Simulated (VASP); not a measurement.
# NaBe4Hg (P4mm) in VASP: notebook

Runs on NaBe4Hg. Level: PBE. Tasks: single point.

Program: VASP 6.6.1. These are calculated values, not measurements. Logs are shortened: lines on timing, memory, paths and dates and some standing lists are left out, and cuts for length are marked.

## Step 1: The cell of the first run

Symmetry: P4mm, No. 99, tetragonal system. Conventional cell: a = 2.784 Å, b = 2.784 Å, c = 10.326 Å, α = 90.00°, β = 90.00°, γ = 90.00°. Na (site symmetry 4mm) has 4 Na at 2.78 Å and 5 Be at 3.02 to 3.39 Å and 4 Hg at 3.28 Å within 3.7 Å. Be (site symmetry 4mm) has 13 Be at 2.28 to 2.78 Å within 3.0 Å. Within 3.0 Å of Be (site symmetry 4mm) lie 9 Be at 2.28 to 2.78 Å and 4 Hg at 2.79 Å. Within 3.0 Å of Be (site symmetry 4mm) lie 9 Be at 2.26 to 2.78 Å. Be (site symmetry 4mm) has 13 Be at 2.26 to 2.78 Å within 3.0 Å. Within 3.7 Å of Hg (site symmetry 4mm) lie 4 Hg at 2.78 Å and 5 Be at 2.79 to 3.13 Å and 4 Na at 3.28 Å.

## Step 2: Single point, PBE

Contents of INCAR:

```
ALGO = Normal
EDIFF = 1E-6
ENCUT = 520
GGA = PE
ISIF = 2
ISMEAR = 0
LASPH = True
LCHARG = False
LREAL = False
LWAVE = False
NBANDS = 39
NELM = 100
PREC = Accurate
SIGMA = 0.2
```

Contents of KPOINTS:

```
k-points
0
Gamma
  8 8 1
```

Contents of POSCAR:

```
NaBe4Hg
1.0
    2.7844088813      0.0000000000      0.0000000000
    0.0000000000      2.7844088813      0.0000000000
    0.0000000000      0.0000000000     20.6510329805
Na Be Hg
2 8 2
Direct
    0.5000000000      0.5000000000      0.2670717148
    0.5000000000      0.5000000000      0.7670717148
    0.0000000000      0.0000000000      0.4888444834
    0.0000000000      1.0000000000      0.9888444834
    0.5000000000      0.5000000000      0.0447586387
    0.5000000000      0.5000000000      0.5447586387
    0.0000000000      0.0000000000      0.3776694967
    0.0000000000      0.0000000000      0.8776694967
    0.5000000000      0.5000000000      0.4313448272
    0.5000000000      0.5000000000      0.9313448272
    0.0000000000      1.0000000000      0.1403108393
    1.0000000000      0.0000000000      0.6403108393
```

Potentials or basis: VASP PAW PBE potentials, release 64 (Na_pv, Be, Hg).

Launch:

```
$ cat potpaw_PBE.64/Na_pv/POTCAR potpaw_PBE.64/Be/POTCAR potpaw_PBE.64/Hg/POTCAR > POTCAR
$ mpirun -np 1 vasp_std > vasp.out
```

OUTCAR:

```text
EDIFF = 1E-6
   ENCUT = 520
   GGA = PE
   ISIF = 2
   ISMEAR = 0
   LASPH = True
   LREAL = False
   NELM = 100
   PREC = Accurate

 ion  position               nearest neighbor table
   1  0.500  0.500  0.267-  11 3.28  11 3.28  11 3.28  11 3.28
   2  0.500  0.500  0.767-  12 3.28  12 3.28  12 3.28  12 3.28
   3  0.000  0.000  0.489-   6 2.28   6 2.28   6 2.28   6 2.28   7 2.30   9 2.30   9 2.30   9 2.30
                             9 2.30  12 3.13
   4  0.000  0.000  0.989-   5 2.28   5 2.28   5 2.28   5 2.28   8 2.30  10 2.30  10 2.30  10 2.30
                            10 2.30  11 3.13
   5  0.500  0.500  0.045-   4 2.28   4 2.28   4 2.28   4 2.28  10 2.34  11 2.79  11 2.79  11 2.79
                            11 2.79
   6  0.500  0.500  0.545-   3 2.28   3 2.28   3 2.28   3 2.28   9 2.34  12 2.79  12 2.79  12 2.79
                            12 2.79
   7  0.000  0.000  0.378-   9 2.26   9 2.26   9 2.26   9 2.26   3 2.30
   8  0.000  0.000  0.878-  10 2.26  10 2.26  10 2.26  10 2.26   4 2.30
   9  0.500  0.500  0.431-   7 2.26   7 2.26   7 2.26   7 2.26   3 2.30   3 2.30   3 2.30   3 2.30
                             6 2.34
  10  0.500  0.500  0.931-   8 2.26   8 2.26   8 2.26   8 2.26   4 2.30   4 2.30   4 2.30   4 2.30
                             5 2.34
  11  0.000  0.000  0.140-   5 2.79   5 2.79   5 2.79   5 2.79   4 3.13   1 3.28   1 3.28   1 3.28
                             1 3.28
  12  0.000  0.000  0.640-   6 2.79   6 2.79   6 2.79   6 2.79   3 3.13   2 3.28   2 3.28   2 3.28
                             2 3.28
[... 7 lines left out ...]
 A1 = (   2.7844088813,   0.0000000000,   0.0000000000)
 A2 = (   0.0000000000,   2.7844088813,   0.0000000000)
 A3 = (   0.0000000000,   0.0000000000,  20.6510329805)

Analysis of symmetry for initial positions (statically):
=====================================================================
 Subroutine PRICEL returns following result:

  LATTYP: Found a simple tetragonal cell.
 ALAT       =     2.7844088813
 C/A-ratio  =     3.7083334131

  Lattice vectors:

 A1 = (   2.7844088813,   0.0000000000,   0.0000000000)
 A2 = (   0.0000000000,   2.7844088813,   0.0000000000)
 A3 = (   0.0000000000,   0.0000000000,  10.3255164903)

   2 primitive cells build up your supercell.

 Routine SETGRP: Setting up the symmetry group for a
 simple tetragonal supercell.

 Subroutine GETGRP returns: Found  8 space group operations
 (whereof  8 operations were pure point group operations)
 out of a pool of 16 trial point group operations.

The static configuration has the point symmetry C_4v.
[... 133 lines left out ...]
   NELECT =      54.0000    total number of electrons
   NUPDOWN=      -1.0000    fix difference up-down
   EMIN   =  10.00;   EMAX   =-10.00  energy-range for DOS
   EFERMI =   0.00;   METHOD = LEGACY
   ISMEAR =     0;   SIGMA  =   0.20  broadening in eV -4-tet -1-fermi 0-gaus
   EFERMI_NEDOS =   21; number of points for ismear=-14 and -15
   IALGO  =     38    algorithm
   IMIX   =      4    mixing-type and parameters
     AMIX     =   0.40;   BMIX     =  1.00
     AMIX_MAG =   1.60;   BMIX_MAG =  1.00
  volume/ion in A,a.u.               =      13.34        90.04
  Fermi-wavevector in a.u.,A,eV,Ry     =   1.139559  2.153454 17.668454  1.298595
  Thomas-Fermi vector in A             =   2.276262
   LORBIT       =      0    0 simple, 1 ext, 2 COOP (PROOUT), +10 PAW based schemes
   GGA     = PE    functional components
   LHFCALC =     F    Hartree Fock is set to
   AEXX    =    0.0000 exact exchange contribution
   IVDW    =     0    specifies the selected vdW correction
   LEPSILON=     F    determine dielectric tensor
   LRPA    =     F    only Hartree local field effects (RPA)
 non-spin polarized calculation
 Gauss-broadening in eV      SIGMA  =   0.20
  energy-cutoff  :      520.00
  volume of cell :      160.11
 maximum number of plane-waves:      4376
 NGX is ok and might be reduce to    24

 number of electron      53.9999982 magnetization

 Free energy of the ion-electron system (eV)
  ---------------------------------------------------
  ext. energy  EPLUGINS =         0.00000000
  ---------------------------------------------------
  free energy    TOTEN  =       -28.82518596 eV

  energy without entropy =      -28.75834909  energy(sigma->0) =      -28.79176752

 E-fermi :   4.3384     XC(G=0):  -9.9562

 val. band max:        4.2737555594   @ k =   0.3750   0.3750   0.0000
 cond. band min:       4.3389526842   @ k =   0.3750   0.2500   0.0000
 fundamental gap:      0.0651971248
 Fermi energy:         4.3384189047

 k-point     1 :       0.0000    0.0000    0.0000
  band No.  band energies     occupation
      1     -20.2433      2.00000
      2     -20.2433      2.00000
      3     -20.1796      2.00000
      4     -20.1796      2.00000
      5     -20.1796      2.00000
      6     -20.1796      2.00000
[... 619 lines left out ...]
     38       7.1332      0.00000
     39       8.1831      0.00000

------------------------ aborting loop because EDIFF is reached ----------------------------------------

  FORCE on cell =-STRESS in cart. coord.  units (eV):
  Direction    XX          YY          ZZ          XY          YZ          ZX
  --------------------------------------------------------------------------------------
  -------------------------------------------------------------------------------------
  Total        0.6295654      0.6295654     -0.5268245      0.0000000      0.0000000      0.0000000
  in kB        6.3000450      6.3000450     -5.2719191      0.0000000      0.0000000      0.0000000
  external PRESSURE =       2.4427237 kB  Pullay stress =       0.0000000 kB

 VOLUME and BASIS-vectors are now :
 -----------------------------------------------------------------------------
  energy-cutoff  :      520.00
  volume of cell :      160.11
      direct lattice vectors                 reciprocal lattice vectors
     2.784408881  0.000000000  0.000000000     0.359142656  0.000000000  0.000000000
     0.000000000  2.784408881  0.000000000     0.000000000  0.359142656  0.000000000
     0.000000000  0.000000000 20.651032980     0.000000000  0.000000000  0.048423728

 POSITION                                       TOTAL-FORCE (eV/Angst)
 -----------------------------------------------------------------------------------
      1.39220      1.39220      5.51531         0.000000      0.000000      0.043814
      1.39220      1.39220     15.84082        -0.000000     -0.000000      0.043814
      0.00000      0.00000     10.09514        -0.000000     -0.000000      0.029114
      0.00000      0.00000     20.42066        -0.000000     -0.000000      0.029114
      1.39220      1.39220      0.92431        -0.000000      0.000000     -0.060076
      1.39220      1.39220     11.24983        -0.000000     -0.000000     -0.060076
      0.00000      0.00000      7.79927        -0.000000     -0.000000      0.059949
      0.00000      0.00000     18.12478        -0.000000     -0.000000      0.059949
      1.39220      1.39220      8.90772        -0.000000     -0.000000     -0.057745
      1.39220      1.39220     19.23323        -0.000000     -0.000000     -0.057745
      0.00000      0.00000      2.89756        -0.000000      0.000000     -0.015057
      0.00000      0.00000     13.22308         0.000000     -0.000000     -0.015057
 -----------------------------------------------------------------------------------
    total drift:                                0.000000      0.000000     -0.001226

  FREE ENERGIE OF THE ION-ELECTRON SYSTEM (eV)
  ---------------------------------------------------
  free  energy   TOTEN  =       -28.8251859569 eV

  energy  without entropy=      -28.7583490870  energy(sigma->0) =      -28.79176752
```

Run time: 99 s. Hardware: 1 thread of Intel Xeon Platinum 8488C (Sapphire Rapids), shared host; peak memory 0.32 GiB.

Results:

* Free energy: -28.8252 eV
* Pressure: 0.2 GPa
* Largest force: 0.060 eV/Å
* Band gap on the k mesh: zero (band 27 reaches 5.43 eV, above the bottom of band 28 at 2.99 eV)

Forces on the atoms (eV/Å):
```
Na   0.000  0.000  0.044
Na   0.000  0.000  0.044
Be   0.000  0.000  0.029
Be   0.000  0.000  0.029
Be   0.000  0.000 -0.060
Be   0.000  0.000 -0.060
Be   0.000  0.000  0.060
Be   0.000  0.000  0.060
Be   0.000  0.000 -0.058
Be   0.000  0.000 -0.058
Hg   0.000  0.000 -0.015
Hg   0.000  0.000 -0.015
```

Caveat: spin-orbit coupling is left out, which moves the levels of the heavy elements.

## Step 3: Single point, PBE

This run uses another cell than the first one: it holds 6 atoms, not 12.

Contents of INCAR:

```
SYSTEM = NaBe4Hg
PREC     = Accurate       ! precision mode
ENCUT    = 520            ! plane-wave cutoff, eV
EDIFF    = 1E-7           ! SCF threshold, eV
ISMEAR   = 0              ! smearing method
SIGMA    = 0.1            ! smearing width, eV
LREAL    = .FALSE.        ! projectors in reciprocal space
LASPH    = .TRUE.         ! aspherical terms in the spheres
NELM     = 60             ! most SCF steps
ALGO     = Fast           ! electronic algorithm
ISIF     = 2              ! what is computed and relaxed
LWAVE    = .FALSE.        ! write WAVECAR
LCHARG   = .FALSE.        ! write CHGCAR
GGA      = PE             ! functional
NBANDS   = 22             ! bands
```

Contents of KPOINTS:

```
regular mesh
0
G
  14 14 4
  0 0 0
```

Contents of POSCAR:

```
NaBe4Hg
1.0
    2.7844088813      0.0000000000      0.0000000000
    0.0000000000      2.7844088813      0.0000000000
    0.0000000000      0.0000000000     10.3255164902
Na Be Hg
1 4 1
Direct
    0.5000000000      0.5000000000      0.5341434295
    0.0000000000      0.0000000000      0.9776889668
    0.5000000000      0.5000000000      0.0895172774
    0.0000000000      0.0000000000      0.7553389933
    0.5000000000      0.5000000000      0.8626896545
    0.0000000000      0.0000000000      0.2806216785
```

Potentials or basis: VASP PAW PBE potentials, release 64 (Na_pv, Be, Hg).

Launch:

```
$ cat potpaw_PBE.64/Na_pv/POTCAR potpaw_PBE.64/Be/POTCAR potpaw_PBE.64/Hg/POTCAR > POTCAR
$ mpirun -np 1 vasp_std > vasp.out
```

OUTCAR:

```text
SYSTEM = NaBe4Hg
   PREC = Accurate
   ENCUT = 520
   EDIFF = 1E-7
   ISMEAR = 0
   LREAL = .FALSE.
   LASPH = .TRUE.
   NELM = 60
   ISIF = 2
   GGA = PE

 ion  position               nearest neighbor table
   1  0.500  0.500  0.534-   6 3.28   6 3.28   6 3.28   6 3.28
   2  0.000  0.000  0.978-   3 2.28   3 2.28   3 2.28   3 2.28   4 2.30   5 2.30   5 2.30   5 2.30
                             5 2.30   6 3.13
   3  0.500  0.500  0.090-   2 2.28   2 2.28   2 2.28   2 2.28   5 2.34   6 2.79   6 2.79   6 2.79
                             6 2.79
   4  0.000  0.000  0.755-   5 2.26   5 2.26   5 2.26   5 2.26   2 2.30
   5  0.500  0.500  0.863-   4 2.26   4 2.26   4 2.26   4 2.26   2 2.30   2 2.30   2 2.30   2 2.30
                             3 2.34
   6  0.000  0.000  0.281-   3 2.79   3 2.79   3 2.79   3 2.79   2 3.13   1 3.28   1 3.28   1 3.28
                             1 3.28

  LATTYP: Found a simple tetragonal cell.
 ALAT       =     2.7844088813
 C/A-ratio  =     3.7083334131

  Lattice vectors:

 A1 = (   2.7844088813,   0.0000000000,   0.0000000000)
 A2 = (   0.0000000000,   2.7844088813,   0.0000000000)
 A3 = (   0.0000000000,   0.0000000000,  10.3255164902)

Analysis of symmetry for initial positions (statically):
=====================================================================
 Subroutine PRICEL returns:
 Original cell was already a primitive cell.

 Routine SETGRP: Setting up the symmetry group for a
 simple tetragonal supercell.

 Subroutine GETGRP returns: Found  8 space group operations
 (whereof  8 operations were pure point group operations)
 out of a pool of 16 trial point group operations.

The static configuration has the point symmetry C_4v.

Analysis of symmetry for dynamics (positions and initial velocities):
=====================================================================
 Subroutine PRICEL returns:
 Original cell was already a primitive cell.

 Routine SETGRP: Setting up the symmetry group for a
 simple tetragonal supercell.
[... 136 lines left out ...]
  Thomas-Fermi vector in A             =   2.276262
   LORBIT       =      0    0 simple, 1 ext, 2 COOP (PROOUT), +10 PAW based schemes
   GGA     = PE    functional components
   LHFCALC =     F    Hartree Fock is set to
   AEXX    =    0.0000 exact exchange contribution
   IVDW    =     0    specifies the selected vdW correction
   LEPSILON=     F    determine dielectric tensor
   LRPA    =     F    only Hartree local field effects (RPA)
 non-spin polarized calculation
 RMM-DIIS sequential band-by-band and
 Gauss-broadening in eV      SIGMA  =   0.10
  energy-cutoff  :      520.00
  volume of cell :       80.05
 maximum number of plane-waves:      2192
 NGX is ok and might be reduce to    24

 number of electron      26.9999991 magnetization

 Free energy of the ion-electron system (eV)
  ---------------------------------------------------
  ext. energy  EPLUGINS =         0.00000000
  ---------------------------------------------------
  free energy    TOTEN  =       -14.34430658 eV

  energy without entropy =      -14.33292427  energy(sigma->0) =      -14.33861543

 E-fermi :   4.3152     XC(G=0):  -9.9565

 val. band max:        4.3031307395   @ k =   0.2143   0.0000   0.2500
 cond. band min:       4.3215271423   @ k =   0.2143   0.0714   0.2500
 fundamental gap:      0.0183964028
 Fermi energy:         4.3152142374

 k-point     1 :       0.0000    0.0000    0.0000
  band No.  band energies     occupation
      1     -20.2093      2.00000
      2     -20.1450      2.00000
      3     -20.1450      2.00000
      4      -6.0514      2.00000
      5      -5.2585      2.00000
      6      -5.1989      2.00000
[... 589 lines left out ...]
     21      11.1889      0.00000
     22      11.6309      0.00000

 [... further k-points ...]

------------------------ aborting loop because EDIFF is reached ----------------------------------------

  FORCE on cell =-STRESS in cart. coord.  units (eV):
  Direction    XX          YY          ZZ          XY          YZ          ZX
  --------------------------------------------------------------------------------------
  -------------------------------------------------------------------------------------
  Total        0.1616126      0.1616126      0.0524468      0.0000000      0.0000000      0.0000000
  in kB        3.2345057      3.2345057      1.0496678      0.0000000      0.0000000      0.0000000
  external PRESSURE =       2.5062264 kB  Pullay stress =       0.0000000 kB

 VOLUME and BASIS-vectors are now :
 -----------------------------------------------------------------------------
  energy-cutoff  :      520.00
  volume of cell :       80.05
      direct lattice vectors                 reciprocal lattice vectors
     2.784408881  0.000000000  0.000000000     0.359142656  0.000000000  0.000000000
     0.000000000  2.784408881  0.000000000     0.000000000  0.359142656  0.000000000
     0.000000000  0.000000000 10.325516490     0.000000000  0.000000000  0.096847456

 POSITION                                       TOTAL-FORCE (eV/Angst)
 -----------------------------------------------------------------------------------
      1.39220      1.39220      5.51531         0.000000     -0.000000      0.000425
      0.00000      0.00000     10.09514         0.000000      0.000000      0.000778
      1.39220      1.39220      0.92431         0.000000      0.000000     -0.005184
      0.00000      0.00000      7.79927         0.000000      0.000000     -0.005978
      1.39220      1.39220      8.90772         0.000000      0.000000     -0.001112
      0.00000      0.00000      2.89756         0.000000      0.000000      0.011071
 -----------------------------------------------------------------------------------
    total drift:                                0.000000      0.000000     -0.000063

  FREE ENERGIE OF THE ION-ELECTRON SYSTEM (eV)
  ---------------------------------------------------
  free  energy   TOTEN  =       -14.3443065841 eV

  energy  without entropy=      -14.3329242678  energy(sigma->0) =      -14.33861543
```

It took 2.7 min on 1 thread of Intel Xeon Platinum 8488C (Sapphire Rapids), shared host; peak memory 0.34 GiB.

Results:

| Item | Value |
| --- | --- |
| Free energy | -14.3443 eV |
| Pressure | 0.3 GPa |
| Largest force | 0.011 eV/Å |

Forces in eV/Å, atoms in the order of the input:
```
Na   0.000  0.000  0.000
Be   0.000  0.000  0.001
Be   0.000  0.000 -0.005
Be   0.000  0.000 -0.006
Be   0.000  0.000 -0.001
Hg   0.000  0.000  0.011
```

Stress tensor (GPa, compression positive):
```
0.32 0.00 0.00
0.00 0.32 0.00
0.00 0.00 0.10
```

Caveat: spin-orbit coupling is left out, which moves the levels of the heavy elements.
